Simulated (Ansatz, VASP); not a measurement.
# Gd2NbO in VASP and in Ansatz

```
Gd Nb O
1.0
     5.81217    0.00000    0.00000
    -2.90608    5.03348    0.00000
     0.00000    0.00000    3.84609
Gd Nb O
2 1 1
Direct
  0.33333 0.66667 0.00000
  0.66667 0.33333 0.00000
  0.00000 0.00000 0.00000
  0.00000 0.00000 0.50000
```

Alike in both runs: functional PBE; k mesh 6 × 6 × 4; occupations gaussian, width 0.1 eV; collinear spin.

Ansatz relaxed the structure, and its values are those at the end. VASP's run is a single point on that final structure, the one shown.

```csv
,VASP,Ansatz
version,VASP 6.6.1,Ansatz 0.2.0
potentials or method,"VASP PAW PBE potentials, release 64 (Gd, Nb_sv, O), cutoff 520 eV","scalar-relativistic, plane waves, PAW"
valence electrons in the cell,55,55
```

Ansatz gave:

```
gap on the k mesh at the Fermi level (eV)                     : none
pressure (GPa)                                                : 0.0
net moment per atom (μB)                                      : 0.00
size of the moment on the site where the two differ most (μB) : 7.18
```

Task: Estimate VASP's values.

Result: gap on the k mesh at the Fermi level (eV): none; pressure (GPa): -0.1; net moment per atom (μB): 0.00; size of the moment on the site where the two differ most (μB): 6.91.

Site moments also hang on the region over which each program counts them. A gap of «none» marks a metal or a gap that the smearing closes.

The k mesh is coarse, so the values compare programs but aren't converged. Spin-orbit coupling is off throughout.
